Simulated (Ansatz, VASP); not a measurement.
Na in VASP and in Ansatz

INCAR

```
SYSTEM = Na
PREC = Accurate
ENCUT = 520
EDIFF = 1E-7
ISMEAR = -1
SIGMA = 0.05
LREAL = .FALSE.
LASPH = .TRUE.
NELM = 60
ALGO = Normal
ISIF = 2
LWAVE = .FALSE.
LCHARG = .FALSE.
GGA = PS
NBANDS = 10
```

KPOINTS

```
Automatic mesh
0
G
  12 12 12
  0 0 0
```

Contents of POSCAR:

```
Na
1.0
   -2.0963250000      2.1175000000      2.1175000000
    2.1175000000     -2.0963250000      2.1175000000
    2.1175000000      2.1175000000     -2.0963250000
Na
1
Direct
    0.0000000000      0.0000000000      0.0000000000
```

Input for Ansatz:

```yaml
crystal:
  lattice:
    - [-2.096325, 2.1175, 2.1175]
    - [2.1175, -2.096325, 2.1175]
    - [2.1175, 2.1175, -2.096325]
  atoms:
    - { symbol: Na, position: [0.0, 0.0, 0.0] }
kpoints:
  mp_grid: { grid: [12, 12, 12] }
  band_path:
    path:
      - [0.0, 0.0, 0.0]
      - [0.0, 0.0, 0.5]
      - [-0.5, 0.5, 0.5]
      - [-0.7474684983, 0.2525315017, 0.2525315017]
      - [0.2525315017, 0.2525315017, 0.2525315017]
      - [0.0, 0.0, 0.0]
      - [-0.5, 0.0, 0.5]
    npoints: 5
scf:
  occupations: { method: fermi_dirac, width: 0.05 }
hamiltonian:
  xc: pbesol
  pseudopotentials: { kind: all_electron, lapw: { basis_error: 0.00025 } }
output:
  forces: true
  stress: true
  eigenvalues: true
```

Change from the starting cell: equal xy, yz and zx shear strains of +1 %.

Alike in both runs: task single point; functional PBEsol; k mesh 12 × 12 × 12; occupations fermi-dirac, width 0.05 eV; no spin polarisation.

|  | VASP | Ansatz |
| --- | --- | --- |
| version | VASP 6.6.1 | Ansatz 0.2.0 |
| potentials or method | VASP PAW PBE potentials, release 64 (Na_pv), cutoff 520 eV | all-electron LAPW, scalar-relativistic |

```tsv
	VASP	Ansatz	Ansatz less VASP
pressure (GPa)	-0.3	-0.3	0.00
```

VASP's potentials were made for PBE, not for PBEsol. Ansatz ran all-electron here, and VASP with PAW potentials.
